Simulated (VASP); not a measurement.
Write the native input for VASP 6.6.1 that does the following.

| Quantity | Value |
| --- | --- |
| Task | single point |
| Functional | PBE |
| Potentials or basis | VASP PAW PBE potentials, release 64 (Hf_pv, B, O) |
| Cutoff | 520 eV |
| k mesh | 6 × 6 × 4 |
| Occupations | gaussian, width 0.1 eV |
| Spin | no spin polarisation |
| Dipole correction | no |
| Further INCAR settings | ALGO = Normal; EDIFF = 1e-06; NBANDS = 28 |

The structure of HfBO lies in POSCAR:

```
HfBO
1.0
    4.0199827000      0.0000000000      0.0000000000
   -2.0099913500      3.4814071400      0.0000000000
    0.0000000000      0.0000000000      6.1171765200
Hf B O
2 2 2
Direct
    0.6666666700      0.3333333300      0.5000000000
    0.3333333300      0.6666666700      0.0000000000
    0.6666666700      0.3333333300      0.0000000000
    0.3333333300      0.6666666700      0.5000000000
    0.3333333300      0.6666666700      0.7463096200
    0.3333333300      0.6666666700      0.2536903800
```

The cell was built from a structure type or drawn by symmetry, and may not be a known phase.

These files were run (other wordings do the same):

INCAR

```
SYSTEM = HfBO
PREC = Accurate ; ENCUT = 520
EDIFF = 1E-6 ; ISMEAR = 0
SIGMA = 0.1 ; LREAL = .False.
LASPH = .True. ; NELM = 100
ALGO = Normal ; ISIF = 2
LWAVE = .False. ; LCHARG = .True.
GGA = PE ; LELF = .True.
LVHAR = .True. ; NBANDS = 28
```

KPOINTS

```
regular mesh
0
Gamma
  6 6 4
  0 0 0
```

Potentials or basis: VASP PAW PBE potentials, release 64 (Hf_pv, B, O).

Command:

```sh
$ cat potpaw_PBE.64/Hf_pv/POTCAR potpaw_PBE.64/B/POTCAR potpaw_PBE.64/O/POTCAR > POTCAR
$ mpirun -np 1 vasp_std > vasp.out
```

It gave:

```json
{
 "Pressure": "61.5 GPa",
 "Largest force": "28.491 eV/Å",
 "Band gap on the k mesh": "zero (bands 19 and 20 overlap by 1.96 eV)"
}
```

Caveat: the cell stands under pressure; spin-orbit coupling is left out, which moves the levels of the heavy elements; forces of over 1 eV/Å act on the atoms, so gaps and moduli don't describe the material at rest.

It took 100 s on 1 thread of AMD EPYC 7R43 64-Core Processor (Zen 3), on a shared host, peak memory 0.18 GiB.
